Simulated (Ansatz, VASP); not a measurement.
## V2Cr in VASP and in Ansatz

```
V Cr
1.0
     0.00000    3.41618    3.41618
     3.41618    0.00000    3.41618
     3.41618    3.41618    0.00000
V Cr
4 2
Direct
  0.62500 0.62500 0.62500
  0.12500 0.62500 0.62500
  0.62500 0.62500 0.12500
  0.62500 0.12500 0.62500
  0.00000 0.00000 0.00000
  0.25000 0.25000 0.25000
```

Alike in both runs: functional PBE; k mesh 4 × 4 × 4; occupations gaussian, width 0.1 eV; no spin polarisation.

Ansatz relaxed the structure, and its values are those at the end. VASP's run is a single point on that final structure, the one shown.

|  | VASP | Ansatz |
| --- | --- | --- |
| version | VASP 6.6.1 | Ansatz 0.2.0 |
| potentials or method | VASP PAW PBE potentials, release 64 (V_sv, Cr_pv), cutoff 520 eV | scalar-relativistic, plane waves, PAW |
| valence electrons in the cell | 76 | 80 |

```tsv
	VASP	Ansatz	Ansatz less VASP
gap on the k mesh at the Fermi level (eV)	none	none	-
pressure (GPa)	0.4	0.1	-0.27
```

A gap of «none» marks a metal or a gap that the smearing closes. With one functional, cell and mesh, what is left measures potentials, basis and numerics. VASP's potentials hold 76 valence electrons a cell and Ansatz's 80, so a difference there can come from the potentials and not from the codes.

The k mesh is coarse, so the values compare programs but aren't converged.
